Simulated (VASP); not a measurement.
A run of VASP 6.6.1:

Contents of INCAR:

```
SYSTEM = C5N
  PREC = Accurate
  ENCUT = 520
  EDIFF = 1E-6
  ISMEAR = 0
  SIGMA = 0.05
  LREAL = .False.
  LASPH = .True.
  NELM = 100
  ALGO = Normal
  ISIF = 2
  LWAVE = .False.
  LCHARG = .False.
  LDIPOL = .True.
  IDIPOL = 3
  DIPOL = 0.5 0.5 0.319
  GGA = PE
  IVDW = 12
  NBANDS = 37
```

Contents of KPOINTS:

```
regular mesh
0
Gamma
  8 7 1
  0 0 0
```

POSCAR

```
C5N
1.0
    3.6473242087      0.0000000000      0.0000000000
   -1.6658829526      3.9310150920      0.0000000000
    0.0000000000      0.0000000000     23.1309581756
C N
10 2
Direct
    0.5001799340      0.3333933113      0.1729284178
    0.4998200660      0.6666066887      0.1729284178
    0.5001799340      0.8333933113      0.2262110668
    0.4998200660      0.1666066887      0.2262110668
    0.5000212336      0.3353169660      0.2794744906
    0.4999787664      0.6646830340      0.2794744906
    0.5001286265      0.8366480411      0.3329734377
    0.4998713735      0.1633519589      0.3329734377
    0.4997623706      0.3544335280      0.3817809063
    0.5002376294      0.6455664720      0.3817809063
    0.9997623706      1.1044335280      0.4985075883
    0.9997623706      1.1044335280      0.5460629032
```

Potentials or basis: VASP PAW PBE potentials, release 64 (C, N).

The run is started by

```console
$ cat potpaw_PBE.64/C/POTCAR potpaw_PBE.64/N/POTCAR > POTCAR
$ mpirun -np 1 vasp_std > vasp.out
```

Hardware: 1 thread of Intel Xeon 8259CL (shared host).

Problem. Estimate the wall time of this run.

Solution. Run time: 18 min on 1 thread of Intel Xeon 8259CL, with other jobs on the host, peak memory 0.56 GiB. Counts: scf iterations 24, k points 29.
